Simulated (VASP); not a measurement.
# Na2H in VASP: notebook, part 2 of 2

VASP 6.6.1. The steps go on from the part before.

## Step 4: Relaxation of cell and atoms, PBE

This run uses another cell than the first one, of the same volume but with other edges.

Input file INCAR:

```
  ALGO = Normal
  EDIFF = 1E-7
  EDIFFG = -0.01
  ENCUT = 600
  GGA = PE
  IBRION = 2
  ISIF = 3
  ISMEAR = 0
  LASPH = T
  LCHARG = F
  LREAL = F
  LWAVE = F
  NELM = 80
  NSW = 100
  PREC = Accurate
  SIGMA = 0.1
```

Input file KPOINTS:

```
k-points
0
Gamma
  14 14 14
```

Input file POSCAR:

```
Na2H
1.0
   -2.3157418662      2.3157418662      3.9131006253
    2.3157418662     -2.3157418662      3.9131006253
    2.3157418662      2.3157418662     -3.9131006253
Na H
2 1
Direct
    0.5000000000      0.0000000000      0.5000000000
    0.0000000000      0.5000000000      0.5000000000
    0.0000000000      0.0000000000      0.0000000000
```

Potentials or basis: VASP PAW PBE potentials, release 64 (Na_pv, H).

Launch:

```sh
$ cat potpaw_PBE.64/Na_pv/POTCAR potpaw_PBE.64/H/POTCAR > POTCAR
$ mpirun -np 1 vasp_std > vasp.out
```

OUTCAR:

```text
EDIFF = 1E-7
   EDIFFG = -0.01
   ENCUT = 600
   GGA = PE
   IBRION = 2
   ISIF = 3
   ISMEAR = 0
   LASPH = T
   LREAL = F
   NELM = 80
   NSW = 100
   PREC = Accurate

 ion  position               nearest neighbor table
   1  0.500  0.000  0.500-
   2  0.000  0.500  0.500-
   3  0.000  0.000  0.000-

  LATTYP: Found a body centered tetragonal cell.
 ALAT       =     4.6314837324
 C/A-ratio  =     1.6897827355

  Lattice vectors:

 A1 = (  -2.3157418662,   2.3157418662,   3.9131006253)
 A2 = (   2.3157418662,  -2.3157418662,   3.9131006253)
 A3 = (   2.3157418662,   2.3157418662,  -3.9131006253)

Analysis of symmetry for initial positions (statically):
=====================================================================
 Subroutine PRICEL returns:
 Original cell was already a primitive cell.

 Routine SETGRP: Setting up the symmetry group for a
 body centered tetragonal supercell.

 Subroutine GETGRP returns: Found 16 space group operations
 (whereof 16 operations were pure point group operations)
 out of a pool of 16 trial point group operations.

[... 179 lines left out ...]
      5     -24.8504      2.00000
      6     -24.8504      2.00000
      7      -4.3836      2.00000
      8       0.7248      0.00000
      9       5.4836      0.00000
     10       5.4836      0.00000
     11       6.2972      0.00000
[... 309 lines left out ...]
 k-point    24 :       0.2857    0.1429   -0.0000
  band No.  band energies     occupation
      1     -24.9654      2.00000
      2     -24.9448      2.00000
      3     -24.9403      2.00000
      4     -24.9391      2.00000
      5     -24.8712      2.00000
      6     -24.8441      2.00000
      7      -3.6435      2.00000
      8       0.0225      1.77865
      9       2.5886      0.00000
     10       3.5941      0.00000
     11       4.9884      0.00000

 [... further k-points ...]

------------------------ aborting loop because EDIFF is reached ----------------------------------------

  FORCE on cell =-STRESS in cart. coord.  units (eV):
  Direction    XX          YY          ZZ          XY          YZ          ZX
  --------------------------------------------------------------------------------------
  -------------------------------------------------------------------------------------
  Total        0.0106859      0.0106859     -0.0197947      0.0000000      0.0000000      0.0000000
  in kB        0.2039679      0.2039679     -0.3778321      0.0000000      0.0000000      0.0000000
  external PRESSURE =       0.0100346 kB  Pullay stress =       0.0000000 kB

 VOLUME and BASIS-vectors are now :
 -----------------------------------------------------------------------------
  energy-cutoff  :      600.00
  volume of cell :       83.94
      direct lattice vectors                 reciprocal lattice vectors
    -2.315741866  2.315741866  3.913100625     0.000000000  0.215913530  0.127775912
     2.315741866 -2.315741866  3.913100625     0.215913530  0.000000000  0.127775912
     2.315741866  2.315741866 -3.913100625     0.215913530  0.215913530  0.000000000

 POSITION                                       TOTAL-FORCE (eV/Angst)
 -----------------------------------------------------------------------------------
      0.00000      2.31574      0.00000        -0.000000     -0.000000      0.000000
      2.31574      0.00000      0.00000         0.000000      0.000000     -0.000000
      0.00000      0.00000      0.00000         0.000000      0.000000      0.000000
 -----------------------------------------------------------------------------------
    total drift:                               -0.000000     -0.000000      0.000000

  FREE ENERGIE OF THE ION-ELECTRON SYSTEM (eV)
  ---------------------------------------------------
  free  energy   TOTEN  =        -5.3848303985 eV

  energy  without entropy=       -5.3687484456  energy(sigma->0) =       -5.37678942

 reached required accuracy - stopping structural energy minimisation
```

OSZICAR:

```text
N       E                     dE             d eps       ncg     rms          rms(c)
DAV:   1     0.853972633492E+02    0.85397E+02   -0.79936E+03  5368   0.132E+03
DAV:   2    -0.297726173551E+01   -0.88375E+02   -0.87911E+02  5446   0.313E+02
DAV:   3    -0.618927560937E+01   -0.32120E+01   -0.32045E+01  6301   0.751E+01
DAV:   4    -0.623744360294E+01   -0.48168E-01   -0.48145E-01  5803   0.997E+00
DAV:   5    -0.623855403964E+01   -0.11104E-02   -0.11104E-02  6145   0.153E+00    0.392E+00
DAV:   6    -0.550441227029E+01    0.73414E+00   -0.72357E-01  6141   0.391E+00    0.137E+00
DAV:   7    -0.537874689315E+01    0.12567E+00   -0.48305E-01  5905   0.281E+00    0.564E-01
DAV:   8    -0.538724602445E+01   -0.84991E-02   -0.31620E-02  5482   0.135E+00    0.197E-01
DAV:   9    -0.538475314301E+01    0.24929E-02   -0.82629E-03  5814   0.499E-01    0.618E-02
DAV:  10    -0.538492347950E+01   -0.17034E-03   -0.14622E-03  5761   0.289E-01    0.454E-02
DAV:  11    -0.538483456689E+01    0.88913E-04   -0.55121E-04  5555   0.887E-02    0.180E-02
DAV:  12    -0.538483103080E+01    0.35361E-05   -0.42121E-05  5506   0.419E-02    0.508E-03
DAV:  13    -0.538483040995E+01    0.62085E-06   -0.67414E-06  5901   0.935E-03    0.141E-03
DAV:  14    -0.538483039853E+01    0.11422E-07   -0.72241E-07  5611   0.356E-03
   1 F= -.53848304E+01 E0= -.53767894E+01  d E =-.538483E+01
```

CONTCAR:

```text
Na2H
   1.00000000000000
    -2.3157418662000002    2.3157418662000002    3.9131006252999998
     2.3157418662000002   -2.3157418662000002    3.9131006252999998
     2.3157418662000002    2.3157418662000002   -3.9131006252999998
  Na              H
     2     1
Direct
     0.5000000000000000    0.0000000000000000    0.5000000000000000
     0.0000000000000000    0.5000000000000000    0.5000000000000000
     0.0000000000000000    0.0000000000000000    0.0000000000000000

  0.00000000E+00  0.00000000E+00  0.00000000E+00
  0.00000000E+00  0.00000000E+00  0.00000000E+00
  0.00000000E+00  0.00000000E+00  0.00000000E+00
```

Run time: 5.2 min. Hardware: 1 thread of Intel Xeon Platinum 8259CL at 2.50GHz (Skylake/Cascade Lake), shared host; peak memory 0.43 GiB.

Results:

| Property | Result |
| --- | --- |
| Free energy | -5.3848 eV |
| Pressure after relaxing | 0.0 GPa |

Final structure:
```yaml
crystal:
  lattice:
    - [-2.31574, 2.31574, 3.91310]
    - [2.31574, -2.31574, 3.91310]
    - [2.31574, 2.31574, -3.91310]
  atoms:
    - { symbol: Na, position: [0.50000, 0.00000, 0.50000] }
    - { symbol: Na, position: [0.00000, 0.50000, 0.50000] }
    - { symbol: H, position: [0.00000, 0.00000, 0.00000] }
```

Caveat: the relaxation stopped at its first step, so nothing moved.

## Step 5: The runs side by side

```tsv
task	cell	k mesh	cutoff (eV)	gap on the mesh (eV)	pressure (GPa)
single point	a = 4.631, b = 5.103, c = 5.103 Å, angles 54.0, 63.0, 63.0°, 3 atoms	6 × 6 × 6	520	none	0.0
single point	a = 5.103 Å, angles 126.0, 126.0, 79.9°, 3 atoms	14 × 14 × 14	520	none	0.0
relaxation of cell and atoms	relaxed from a = 5.103 Å, angles 126.0, 126.0, 79.9°, 3 atoms	14 × 14 × 14	600	none	0.0
```

Alike in all rows: level PBE; potentials or basis VASP PAW PBE potentials, release 64 (Na_pv, H); no spin polarisation; smearing gaussian 0.1 eV.

Caveats: the relaxation stopped at its first step, so nothing moved (some runs).

Absolute energies hang on the potentials; compare differences alone.
